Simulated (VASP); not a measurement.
# Rh (Fm-3m) in VASP: a series of runs, part 2 of 2

VASP 6.6.1. Earlier steps stand in the parts before.

### Step 3. Relaxation of cell and atoms, PBEsol

This run uses another cell than the first one, of 13.67 Å³/atom.

The input, INCAR:

```
ALGO     = Normal         # electronic algorithm
EDIFF    = 1E-6           # SCF threshold, eV
EDIFFG   = -0.01          # ionic threshold
ENCUT    = 600            # plane-wave cutoff, eV
GGA      = PS             # functional
IBRION   = 2              # ionic algorithm
ISIF     = 3              # what is computed and relaxed
ISMEAR   = 0              # smearing method
LASPH    = T              # aspherical terms in the spheres
LCHARG   = F              # write CHGCAR
LREAL    = F              # projectors in reciprocal space
LWAVE    = F              # write WAVECAR
NELM     = 80             # most SCF steps
NSW      = 80             # ionic steps
PREC     = Accurate       # precision mode
SIGMA    = 0.02           # smearing width, eV
```

The input, KPOINTS:

```
k-points
0
Gamma
  8 8 8
```

The input, POSCAR:

```
Rh
1.0
    0.0000000000      1.8978500000      1.8978500000
    1.8978500000      0.0000000000      1.8978500000
    1.8978500000      1.8978500000      0.0000000000
Rh
1
Direct
    0.0000000000      0.0000000000      0.0000000000
```

Potentials or basis: VASP PAW PBE potentials, release 64 (Rh_pv).

The run is started by

```sh
cat potpaw_PBE.64/Rh_pv/POTCAR > POTCAR
mpirun -np 1 vasp_std > vasp.out
```

OUTCAR:

```text
EDIFF = 1E-6
   EDIFFG = -0.01
   ENCUT = 600
   GGA = PS
   IBRION = 2
   ISIF = 3
   ISMEAR = 0
   LASPH = T
   LREAL = F
   NELM = 80
   NSW = 80
   PREC = Accurate

 ion  position               nearest neighbor table
   1  0.000  0.000  0.000-

  LATTYP: Found a face centered cubic cell.
 ALAT       =     3.7957000000

  Lattice vectors:

 A1 = (   0.0000000000,   1.8978500000,   1.8978500000)
 A2 = (   1.8978500000,   0.0000000000,   1.8978500000)
 A3 = (   1.8978500000,   1.8978500000,   0.0000000000)

Analysis of symmetry for initial positions (statically):
=====================================================================
 Subroutine PRICEL returns:
 Original cell was already a primitive cell.

 Routine SETGRP: Setting up the symmetry group for a
 face centered cubic supercell.

 Subroutine GETGRP returns: Found 48 space group operations
 (whereof 48 operations were pure point group operations)
 out of a pool of 48 trial point group operations.

The static configuration has the point symmetry O_h .

Analysis of symmetry for dynamics (positions and initial velocities):
=====================================================================
 Subroutine PRICEL returns:
 Original cell was already a primitive cell.

 Routine SETGRP: Setting up the symmetry group for a
 face centered cubic supercell.

 Subroutine GETGRP returns: Found 48 space group operations
 (whereof 48 operations were pure point group operations)
 out of a pool of 48 trial point group operations.

The dynamic configuration has the point symmetry O_h .

 Subroutine INISYM returns: Found 48 space group operations
 (whereof 48 operations are pure point group operations),
 and found     1 'primitive' translations

----------------------------------------------------------------------------------------

                                     Primitive cell

  volume of cell :      13.6715

  direct lattice vectors                    reciprocal lattice vectors
     0.000000000  1.897850000  1.897850000    -0.263456016  0.263456016  0.263456016
     1.897850000  0.000000000  1.897850000     0.263456016 -0.263456016  0.263456016
     1.897850000  1.897850000  0.000000000     0.263456016  0.263456016 -0.263456016

  length of vectors
     2.683965209  2.683965209  2.683965209     0.456319205  0.456319205  0.456319205

  position of ions in fractional coordinates (direct lattice)
     0.000000000  0.000000000  0.000000000

  ion indices of the primitive-cell ions
   primitive index   ion index
                 1           1

----------------------------------------------------------------------------------------

 KPOINTS: k-points

Automatic generation of k-mesh.
 Grid dimensions read from file:
 generate k-points for:    8    8    8

 Generating k-lattice:

  Cartesian coordinates                     Fractional coordinates (reciprocal lattice)
    -0.032932002  0.032932002  0.032932002     0.125000000  0.000000000  0.000000000
     0.032932002 -0.032932002  0.032932002     0.000000000  0.125000000  0.000000000
     0.032932002  0.032932002 -0.032932002     0.000000000  0.000000000  0.125000000

  Length of vectors
     0.057039901  0.057039901  0.057039901

  Shift w.r.t. Gamma in fractional coordinates (k-lattice)
[... 45 lines left out ...]
   ICHARG =      2    charge: 1-file 2-atom 10-const
   ISPIN  =      1    spin polarized calculation?
   LNONCOLLINEAR =      F non collinear calculations
   LSORBIT =      F    spin-orbit coupling
   LASPH  =      T    aspherical Exc in radial PAW
   ENCUT  =  600.0 eV  44.10 Ry    6.64 a.u.   5.36  5.36  5.36*2*pi/ulx,y,z
   NELM   =     80;   NELMIN=  2; NELMDL= -5     # of ELM steps
   EDIFF  = 0.1E-05   stopping-criterion for ELM
   LREAL  =      F    real-space projection
   EDIFFG = -.1E-01   stopping-criterion for IOM
   NSW    =     80    number of steps for IOM
   IBRION =      2    ionic relax: 0-MD 1-quasi-New 2-CG
   NFREE  =      1    steps in history (QN), initial steepest desc. (CG)
   ISIF   =      3    stress and relaxation
   ISYM   =      2    0-nonsym 1-usesym 2-fastsym
   POTIM  = 0.5000    time-step for ionic-motion
   TEBEG  =    0.0;   TEEND  =   0.0 temperature during run
   PSTRESS=    0.0 pullay stress
   NELECT =      15.0000    total number of electrons
   NUPDOWN=      -1.0000    fix difference up-down
   EMIN   =  10.00;   EMAX   =-10.00  energy-range for DOS
   EFERMI =   0.00;   METHOD = LEGACY
   ISMEAR =     0;   SIGMA  =   0.02  broadening in eV -4-tet -1-fermi 0-gaus
   EFERMI_NEDOS =   21; number of points for ismear=-14 and -15
   IALGO  =     38    algorithm
   IMIX   =      4    mixing-type and parameters
     AMIX     =   0.40;   BMIX     =  1.00
     AMIX_MAG =   1.60;   BMIX_MAG =  1.00
  volume/ion in A,a.u.               =      13.67        92.26
  Fermi-wavevector in a.u.,A,eV,Ry     =   1.688496  3.190795 38.790465  2.851019
  Thomas-Fermi vector in A             =   2.770792
   LORBIT       =      0    0 simple, 1 ext, 2 COOP (PROOUT), +10 PAW based schemes
   GGA     = PS    functional components
   LHFCALC =     F    Hartree Fock is set to
   AEXX    =    0.0000 exact exchange contribution
   IVDW    =     0    specifies the selected vdW correction
   LEPSILON=     F    determine dielectric tensor
   LRPA    =     F    only Hartree local field effects (RPA)
 conjugate gradient relaxation of ions
 non-spin polarized calculation
 Gauss-broadening in eV      SIGMA  =   0.02
  energy-cutoff  :      600.00
  volume of cell :       13.67
 maximum number of plane-waves:       469
 NGX is ok and might be reduce to    24
   NGX = 11   NGY = 11   NGZ = 11

--------------------------------------- Ionic step        1  -------------------------------------------

 number of electron      15.0000002 magnetization

 Free energy of the ion-electron system (eV)
  ---------------------------------------------------
  ext. energy  EPLUGINS =         0.00000000
  ---------------------------------------------------
  free energy    TOTEN  =        -8.10138007 eV

  energy without entropy =       -8.10089733  energy(sigma->0) =       -8.10113870

------------------------ aborting loop because EDIFF is reached ----------------------------------------

  FORCE on cell =-STRESS in cart. coord.  units (eV):
  Direction    XX          YY          ZZ          XY          YZ          ZX
  --------------------------------------------------------------------------------------
  -------------------------------------------------------------------------------------
  Total       -0.2534920     -0.2534920     -0.2534920      0.0000000      0.0000000      0.0000000
  in kB      -29.7070285    -29.7070285    -29.7070285      0.0000000      0.0000000      0.0000000
  external PRESSURE =     -29.7070285 kB  Pullay stress =       0.0000000 kB
[... 57 lines left out ...]
--------------------------------------- Ionic step        3  -------------------------------------------

 number of electron      15.0000002 magnetization

 Free energy of the ion-electron system (eV)
  ---------------------------------------------------
  ext. energy  EPLUGINS =         0.00000000
  ---------------------------------------------------
  free energy    TOTEN  =        -8.10270177 eV

  energy without entropy =       -8.10221916  energy(sigma->0) =       -8.10246046

 E-fermi :  12.0660     XC(G=0): -14.3159

 val. band max:       12.0598872216   @ k =  -0.3750   0.2500   0.0000
 cond. band min:      12.1604055116   @ k =   0.3750   0.0000   0.0000
 fundamental gap:      0.1005182900
 Fermi energy:        12.0659830850

 k-point     1 :       0.0000    0.0000    0.0000
  band No.  band energies     occupation
      1     -34.2763      2.00000
      2     -34.2763      2.00000
      3     -34.2763      2.00000
      4       3.8768      2.00000
      5       8.8927      2.00000
      6       8.8927      2.00000
      7       8.8927      2.00000
      8      11.0746      2.00000
      9      11.0746      2.00000
     10      27.9579      0.00000
     11      32.4454      0.00000
[... 309 lines left out ...]
 k-point    24 :      -0.3750    0.2500    0.1250
  band No.  band energies     occupation
      1     -34.9501      2.00000
      2     -34.5885      2.00000
      3     -34.4493      2.00000
      4       6.9081      2.00000
      5       7.7987      2.00000
      6       9.3113      2.00000
      7      10.0099      2.00000
      8      12.4667      0.00000
      9      17.5153      0.00000
     10      20.5847      0.00000
     11      28.1966      0.00000

 [... further k-points ...]

------------------------ aborting loop because EDIFF is reached ----------------------------------------

  FORCE on cell =-STRESS in cart. coord.  units (eV):
  Direction    XX          YY          ZZ          XY          YZ          ZX
  --------------------------------------------------------------------------------------
  -------------------------------------------------------------------------------------
  Total       -0.0025754     -0.0025754     -0.0025754      0.0000000      0.0000000      0.0000000
  in kB       -0.3049330     -0.3049330     -0.3049330      0.0000000      0.0000000      0.0000000
  external PRESSURE =      -0.3049330 kB  Pullay stress =       0.0000000 kB
[... 16 lines left out ...]
  FREE ENERGIE OF THE ION-ELECTRON SYSTEM (eV)
  ---------------------------------------------------
  free  energy   TOTEN  =        -8.1027017650 eV

  energy  without entropy=       -8.1022191567  energy(sigma->0) =       -8.10246046

 reached required accuracy - stopping structural energy minimisation
```

It took 17 s on 1 thread of AMD EPYC 7R43 (Zen 3), shared host; peak memory 0.12 GiB.

Results:

```
Free energy                           : -8.1027 eV
Relaxed volume                        : 13.53 Å³/atom
Relaxed cell                          : a = 2.675 Å, b = 2.675 Å, c = 2.675 Å, α = 60.00°, β = 60.00°, γ = 60.00°
Space group after relaxing (to 0.1 Å) : Fm-3m (No. 225)
Energy gained by relaxing             : 1.3 meV/atom
Ionic steps                           : 3
Pressure after relaxing               : 0.0 GPa
Band gap on the k mesh                : zero (an odd number of electrons rules out a gap without spin polarisation)
```

The path:
| step | energy change (eV) | largest force (eV/Å) | pressure (GPa) | volume (Å³) |
| --- | --- | --- | --- | --- |
| 1 | 0.0000 | 0.0000 | -2.97 | 13.67 |
| 2 | 0.0077 | 0.0000 | 8.40 | 13.18 |
| 3 | -0.0013 | 0.0000 | -0.03 | 13.53 |

Final structure:
```
Rh
1.0
     0.00000    1.89135    1.89135
     1.89135    0.00000    1.89135
     1.89135    1.89135    0.00000
Rh
1
Cartesian
  0.0000 0.0000 0.0000
```

Levels at points of the mesh, in eV from the Fermi level:
```tsv
k point	band 3	band 4	band 5	band 6	band 7	band 8	band 9	band 10	band 11
(0.00, 0.00, 0.00)	-46.34	-8.19	-3.17	-3.17	-3.17	-0.99	-0.99	15.89	20.38
(0.50, 0.00, 0.00)	-46.45	-6.31	-3.24	-3.24	0.61	0.61	0.62	8.75	15.41
(0.50, 0.50, 0.00)	-46.63	-6.50	-6.13	0.59	1.03	1.03	3.18	12.43	13.31
```

Caveat: the PAW data sets were made with another functional, which shifts forces and pressure a little.

The gap in the log of VASP goes by the Fermi energy; the results here count the filled bands.